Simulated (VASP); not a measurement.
Write the native input for VASP 6.6.1 that does the following.

| Property | Result |
| --- | --- |
| Task | single point |
| Functional | PBE |
| Potentials or basis | VASP PAW PBE potentials, release 64 (Sr_sv, Al, O) |
| Cutoff | 520 eV |
| k mesh | 6 × 6 × 4 |
| Occupations | gaussian, width 0.1 eV |
| Spin | no spin polarisation |
| Dipole correction | no |
| Further INCAR settings | ALGO = Normal; EDIFF = 1e-06; NBANDS = 22 |

The structure of Sr2AlO lies in POSCAR:

```
Sr2AlO
1.0
    3.6582383400      0.0000000000      0.0000000000
    0.0000000000      3.6582383400      0.0000000000
    0.0000000000      0.0000000000      5.1674664500
Sr Al O
2 1 1
Direct
    0.0000000000      0.0000000000      0.5000000000
    0.5000000000      0.5000000000      0.0000000000
    0.0000000000      0.0000000000      0.0000000000
    0.5000000000      0.5000000000      0.5000000000
```

The cell was built from a structure type or drawn by symmetry, and may not be a known phase.

The input as run:

INCAR

```
SYSTEM = Sr2AlO
PREC = Accurate
ENCUT = 520
EDIFF = 1E-6
ISMEAR = 0
SIGMA = 0.1
LREAL = .FALSE.
LASPH = .TRUE.
NELM = 100
ALGO = Normal
ISIF = 2
LWAVE = .FALSE.
LCHARG = .FALSE.
GGA = PE
NBANDS = 22
```

KPOINTS

```
regular mesh
0
G
  6 6 4
  0 0 0
```

Potentials or basis: VASP PAW PBE potentials, release 64 (Sr_sv, Al, O).

Launch:

```console
$ cat potpaw_PBE.64/Sr_sv/POTCAR potpaw_PBE.64/Al/POTCAR potpaw_PBE.64/O/POTCAR > POTCAR
$ mpirun -np 1 vasp_std > vasp.out
```

Results of the run:

```yaml
Pressure: 35.1 GPa
Band_gap_on_the_k_mesh: zero (an odd number of electrons rules out a gap without spin polarisation)
```

Caveat: the cell stands under pressure; an odd number of electrons without spin polarisation forces a metal; a magnetic or distorted state may lie lower.

Run time: 19 s on 1 thread of Intel(R) Xeon(R) 6975P-C (Granite Rapids), on a shared host, peak memory 0.2 GiB.
